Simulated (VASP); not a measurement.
# SnTe (F-43m) in VASP: single point with LDA

Aim: the single point of SnTe with LDA.

Everything below comes from runs of VASP 6.6.1. Logs are shortened: lines on timing, memory, paths and dates and some standing lists are left out, and cuts for length are marked.

## 1. The cell of the first run

It takes space group F-43m (No. 216, cubic). Conventional cell: a = 7.222 Å, b = 7.222 Å, c = 7.222 Å, α = 90.00°, β = 90.00°, γ = 90.00°. Sn (site symmetry -43m) has 4 Te at 3.13 Å within 4.1 Å. Within 4.1 Å of Te (site symmetry -43m) lie 4 Sn at 3.13 Å.

## 2. Single point, LDA

The input, INCAR:

```
PREC     = Accurate       # precision mode
ENCUT    = 520            # plane-wave cutoff, eV
EDIFF    = 1E-6           # SCF threshold, eV
ISMEAR   = -1             # smearing method
SIGMA    = 0.05           # smearing width, eV
LREAL    = False          # projectors in reciprocal space
LASPH    = True           # aspherical terms in the spheres
NELM     = 60             # most SCF steps
ALGO     = Normal         # electronic algorithm
ISIF     = 2              # what is computed and relaxed
LWAVE    = False          # write WAVECAR
LCHARG   = False          # write CHGCAR
GGA      = CA             # functional
NBANDS   = 17             # bands
```

The input, KPOINTS:

```
regular mesh
0
Gamma
  6 6 6
```

The input, POSCAR:

```
SnTe
1.0
    0.0000000000      3.6111460000      3.6111460000
    3.6111460000      0.0000000000      3.6111460000
    3.6111460000      3.6111460000      0.0000000000
Sn Te
1 1
Direct
    0.0000000000      0.0000000000      0.0000000000
    0.7500000000      0.7500000000      0.7500000000
```

Potentials or basis: VASP PAW LDA potentials, release 64 (Sn_d, Te).

Started as:

```
> cat potpaw_LDA.64/Sn_d/POTCAR potpaw_LDA.64/Te/POTCAR > POTCAR
> mpirun -np 1 vasp_std > vasp.out
```

OUTCAR:

```text
PREC = Accurate
   ENCUT = 520
   EDIFF = 1E-6
   ISMEAR = -1
   LREAL = False
   LASPH = True
   NELM = 60
   ISIF = 2
   GGA = CA

 ion  position               nearest neighbor table
   1  0.000  0.000  0.000-   2 3.13   2 3.13   2 3.13   2 3.13
   2  0.750  0.750  0.750-   1 3.13   1 3.13   1 3.13   1 3.13

  LATTYP: Found a face centered cubic cell.
 ALAT       =     7.2222920000

  Lattice vectors:

 A1 = (   0.0000000000,   3.6111460000,   3.6111460000)
 A2 = (   3.6111460000,   0.0000000000,   3.6111460000)
 A3 = (   3.6111460000,   3.6111460000,   0.0000000000)

Analysis of symmetry for initial positions (statically):
=====================================================================
 Subroutine PRICEL returns:
 Original cell was already a primitive cell.

 Routine SETGRP: Setting up the symmetry group for a
 face centered cubic supercell.

 Subroutine GETGRP returns: Found 24 space group operations
 (whereof 24 operations were pure point group operations)
 out of a pool of 48 trial point group operations.

The static configuration has the point symmetry T_d .

Analysis of symmetry for dynamics (positions and initial velocities):
=====================================================================
 Subroutine PRICEL returns:
 Original cell was already a primitive cell.

 Routine SETGRP: Setting up the symmetry group for a
 face centered cubic supercell.

 Subroutine GETGRP returns: Found 24 space group operations
 (whereof 24 operations were pure point group operations)
 out of a pool of 48 trial point group operations.

The dynamic configuration has the point symmetry T_d .

 Subroutine INISYM returns: Found 24 space group operations
 (whereof 24 operations are pure point group operations),
 and found     1 'primitive' translations

----------------------------------------------------------------------------------------

                                     Primitive cell

  volume of cell :      94.1814

  direct lattice vectors                    reciprocal lattice vectors
     0.000000000  3.611146000  3.611146000    -0.138460201  0.138460201  0.138460201
     3.611146000  0.000000000  3.611146000     0.138460201 -0.138460201  0.138460201
     3.611146000  3.611146000  0.000000000     0.138460201  0.138460201 -0.138460201

  length of vectors
     5.106931649  5.106931649  5.106931649     0.239820102  0.239820102  0.239820102

  position of ions in fractional coordinates (direct lattice)
     0.000000000  0.000000000  0.000000000
     0.750000000  0.750000000  0.750000000

  ion indices of the primitive-cell ions
   primitive index   ion index
                 1           1
                 2           2

----------------------------------------------------------------------------------------

 KPOINTS: regular mesh

Automatic generation of k-mesh.
 Grid dimensions read from file:
 generate k-points for:    6    6    6

 Generating k-lattice:

  Cartesian coordinates                     Fractional coordinates (reciprocal lattice)
    -0.023076700  0.023076700  0.023076700     0.166666667  0.000000000  0.000000000
     0.023076700 -0.023076700  0.023076700     0.000000000  0.166666667  0.000000000
     0.023076700  0.023076700 -0.023076700     0.000000000  0.000000000  0.166666667

  Length of vectors
     0.039970017  0.039970017  0.039970017

  Shift w.r.t. Gamma in fractional coordinates (k-lattice)
     0.000000000  0.000000000  0.000000000

 Subroutine IBZKPT returns following result:
 ===========================================

 Found     16 irreducible k-points:

 Following reciprocal coordinates:
            Coordinates               Weight
  0.000000  0.000000  0.000000      1.000000
  0.166667  0.000000  0.000000      8.000000
  0.333333  0.000000  0.000000      8.000000
  0.500000  0.000000  0.000000      4.000000
  0.166667  0.166667  0.000000      6.000000
  0.333333  0.166667  0.000000     24.000000
[... 8 lines left out ...]
 -0.333333  0.333333  0.166667     24.000000
 -0.333333  0.500000  0.166667     12.000000
   k-points           NKPTS =     16   k-points in BZ     NKDIM =     16   number of bands    NBANDS=     17
   number of dos      NEDOS =    301   number of ions     NIONS =      2
   total plane-waves  NPLWV =  64000
   dimension x,y,z NGX =    40 NGY =   40 NGZ =   40
   dimension x,y,z NGXF=    80 NGYF=   80 NGZF=   80
   ions per type =               1   1
   NGX,Y,Z   is equivalent  to a cutoff of  13.02, 13.02, 13.02 a.u.
   NGXF,Y,Z  is equivalent  to a cutoff of  26.04, 26.04, 26.04 a.u.
 SYSTEM =  unknown system
   PREC   = accura    normal or accurate (medium, high low for compatibility)
   ISTART =      0    job   : 0-new  1-cont  2-samecut
   ICHARG =      2    charge: 1-file 2-atom 10-const
   ISPIN  =      1    spin polarized calculation?
   LNONCOLLINEAR =      F non collinear calculations
   LSORBIT =      F    spin-orbit coupling
   LASPH  =      T    aspherical Exc in radial PAW
   ENCUT  =  520.0 eV  38.22 Ry    6.18 a.u.   9.50  9.50  9.50*2*pi/ulx,y,z
   NELM   =     60;   NELMIN=  2; NELMDL= -5     # of ELM steps
   EDIFF  = 0.1E-05   stopping-criterion for ELM
   LREAL  =      F    real-space projection
   EDIFFG = 0.1E-04   stopping-criterion for IOM
   NSW    =      0    number of steps for IOM
   IBRION =     -1    ionic relax: 0-MD 1-quasi-New 2-CG
   NFREE  =      0    steps in history (QN), initial steepest desc. (CG)
   ISIF   =      2    stress and relaxation
   ISYM   =      2    0-nonsym 1-usesym 2-fastsym
   POTIM  = 0.5000    time-step for ionic-motion
   TEBEG  =    0.0;   TEEND  =   0.0 temperature during run
   PSTRESS=    0.0 pullay stress
   NELECT =      20.0000    total number of electrons
   NUPDOWN=      -1.0000    fix difference up-down
   EMIN   =  10.00;   EMAX   =-10.00  energy-range for DOS
   EFERMI =   0.00;   METHOD = LEGACY
   ISMEAR =    -1;   SIGMA  =   0.05  broadening in eV -4-tet -1-fermi 0-gaus
   EFERMI_NEDOS =   21; number of points for ismear=-14 and -15
   IALGO  =     38    algorithm
   IMIX   =      4    mixing-type and parameters
     AMIX     =   0.40;   BMIX     =  1.00
     AMIX_MAG =   1.60;   BMIX_MAG =  1.00
  volume/ion in A,a.u.               =      47.09       317.78
  Fermi-wavevector in a.u.,A,eV,Ry     =   0.976704  1.845704 12.979296  0.953951
  Thomas-Fermi vector in A             =   2.107344
   LORBIT       =      0    0 simple, 1 ext, 2 COOP (PROOUT), +10 PAW based schemes
   GGA     = CA    functional components
   LHFCALC =     F    Hartree Fock is set to
   AEXX    =    0.0000 exact exchange contribution
   IVDW    =     0    specifies the selected vdW correction
   LEPSILON=     F    determine dielectric tensor
   LRPA    =     F    only Hartree local field effects (RPA)
 non-spin polarized calculation
  energy-cutoff  :      520.00
  volume of cell :       94.18
 maximum number of plane-waves:      2637
 NGX is ok and might be reduce to    40
   NGX = 19   NGY = 19   NGZ = 19

 number of electron      19.9999999 magnetization

 Free energy of the ion-electron system (eV)
  ---------------------------------------------------
  ext. energy  EPLUGINS =         0.00000000
  ---------------------------------------------------
  free energy    TOTEN  =        -7.99526722 eV

  energy without entropy =       -7.99273169  energy(sigma->0) =       -7.99399946

 E-fermi :   2.8778     XC(G=0):  -7.8067

 val. band max:        2.7459700302   @ k =  -0.3333   0.5000   0.1667
 cond. band min:       2.9395919583   @ k =   0.5000   0.5000   0.0000
 fundamental gap:      0.1936219281
 Fermi energy:         2.8778366093

 k-point     1 :       0.0000    0.0000    0.0000
  band No.  band energies     occupation
      1     -18.7783      2.00000
      2     -18.7783      2.00000
      3     -18.7783      2.00000
      4     -18.7679      2.00000
      5     -18.7679      2.00000
      6      -8.6376      2.00000
[... 9 lines left out ...]
     16       9.3650      0.00000
     17      10.4024      0.00000

 k-point     2 :       0.1667    0.0000    0.0000
  band No.  band energies     occupation
      1     -18.7786      2.00000
      2     -18.7779      2.00000
      3     -18.7779      2.00000
      4     -18.7679      2.00000
      5     -18.7679      2.00000
      6      -8.5232      2.00000
[... 9 lines left out ...]
     16       8.8233      0.00000
     17       9.8982      0.00000

 k-point     3 :       0.3333    0.0000    0.0000
  band No.  band energies     occupation
      1     -18.7793      2.00000
      2     -18.7773      2.00000
      3     -18.7773      2.00000
      4     -18.7678      2.00000
      5     -18.7678      2.00000
      6      -8.2582      2.00000
[... 9 lines left out ...]
     16       8.9501      0.00000
     17      10.0967      0.00000

 k-point     4 :       0.5000    0.0000    0.0000
  band No.  band energies     occupation
      1     -18.7796      2.00000
      2     -18.7769      2.00000
      3     -18.7769      2.00000
      4     -18.7677      2.00000
      5     -18.7677      2.00000
      6      -8.0999      2.00000
[... 9 lines left out ...]
     16       9.7520      0.00000
     17       9.7520      0.00000
[... 183 lines left out ...]
      1     -18.7803      2.00000
      2     -18.7766      2.00000
      3     -18.7762      2.00000
      4     -18.7682      2.00000
      5     -18.7675      2.00000
      6      -8.0570      2.00000
[... 9 lines left out ...]
     16      10.1673      0.00000
     17      11.1810      0.00000

 k-point    15 :      -0.3333    0.3333    0.1667
  band No.  band energies     occupation
      1     -18.7804      2.00000
      2     -18.7767      2.00000
      3     -18.7758      2.00000
      4     -18.7681      2.00000
      5     -18.7675      2.00000
      6      -7.9389      2.00000
[... 9 lines left out ...]
     16      10.0056      0.00000
     17      11.0218      0.00000

 k-point    16 :      -0.3333    0.5000    0.1667
  band No.  band energies     occupation
      1     -18.7810      2.00000
      2     -18.7763      2.00000
      3     -18.7754      2.00000
      4     -18.7684      2.00000
      5     -18.7673      2.00000
      6      -7.8798      2.00000
[... 9 lines left out ...]
     16      10.7578      0.00000
     17      10.7756      0.00000

------------------------ aborting loop because EDIFF is reached ----------------------------------------

  FORCE on cell =-STRESS in cart. coord.  units (eV):
  Direction    XX          YY          ZZ          XY          YZ          ZX
  --------------------------------------------------------------------------------------
  -------------------------------------------------------------------------------------
  Total       -1.2772512     -1.2772512     -1.2772512     -0.0000000      0.0000000     -0.0000000
  in kB      -21.7281014    -21.7281014    -21.7281014     -0.0000000      0.0000000     -0.0000000
  external PRESSURE =     -21.7281014 kB  Pullay stress =       0.0000000 kB

 VOLUME and BASIS-vectors are now :
 -----------------------------------------------------------------------------
  energy-cutoff  :      520.00
  volume of cell :       94.18
      direct lattice vectors                 reciprocal lattice vectors
     0.000000000  3.611146000  3.611146000    -0.138460201  0.138460201  0.138460201
     3.611146000  0.000000000  3.611146000     0.138460201 -0.138460201  0.138460201
     3.611146000  3.611146000  0.000000000     0.138460201  0.138460201 -0.138460201

 POSITION                                       TOTAL-FORCE (eV/Angst)
 -----------------------------------------------------------------------------------
      0.00000      0.00000      0.00000         0.000000      0.000000      0.000000
      5.41672      5.41672      5.41672        -0.000000     -0.000000     -0.000000
 -----------------------------------------------------------------------------------
    total drift:                                0.000000      0.000000      0.000000

  FREE ENERGIE OF THE ION-ELECTRON SYSTEM (eV)
  ---------------------------------------------------
  free  energy   TOTEN  =        -7.9952672244 eV

  energy  without entropy=       -7.9927316898  energy(sigma->0) =       -7.99399946
```

Wall time 30 s (1 thread of Intel Xeon Platinum 8488C (Sapphire Rapids), shared host); peak memory 0.2 GiB.

What came out:

| Quantity | Value |
| --- | --- |
| Free energy | -7.9953 eV |
| Pressure | -2.2 GPa |
| Band gap on the k mesh | 0.19 eV, indirect (least direct gap 0.72 eV) |

Levels at points of the mesh, in eV from the valence-band top:
```tsv
k point	band 8	band 9	band 10	band 11	band 12	band 13
(0.00, 0.00, 0.00)	-1.73	-1.73	-1.73	1.15	1.15	1.15
(0.50, 0.00, 0.00)	-2.27	-2.27	-1.92	1.95	1.95	3.49
(0.50, 0.50, 0.00)	-2.93	-2.93	-0.53	0.19	4.00	4.00
```

Caveat: spin-orbit coupling is left out, which moves the levels of the heavy elements. A k mesh can miss the band edges.
